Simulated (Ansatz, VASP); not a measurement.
Li: VASP beside Ansatz

```
CELL_PARAMETERS angstrom
-1.71486 1.71486 1.71486
1.71486 -1.71486 1.71486
1.71486 1.71486 -1.71486
ATOMIC_POSITIONS crystal
Li 0.00000 0.00000 0.00000
```

Alike in both runs: task relaxation of cell and atoms; functional PBEsol; k mesh 16 × 16 × 16; occupations fermi-dirac, width 0.08 eV; no spin polarisation.

```csv
,VASP,Ansatz
version,VASP 6.6.1,Ansatz 0.2.0
potentials or method,"VASP PAW PBE potentials, release 64 (Li_sv)","PAW with Ansatz's default frozen-core files, scalar-relativistic"
plane-wave cutoff (eV),600,420
valence electrons in the cell,3,3
```

Ansatz gave:

| Item | Value |
| --- | --- |
| relaxed volume (Å³/atom) | 20.21 |
| relaxed cell length with the largest relative difference (Å) | 2.972 |

Q: Which values does VASP return?

A: Relaxed volume (Å³/atom): 20.08; relaxed cell length with the largest relative difference (Å): 2.966.

VASP's potentials were made for PBE, not for PBEsol.

Noted on VASP's run: the cutoff is short for stress, so the pressure is rough.
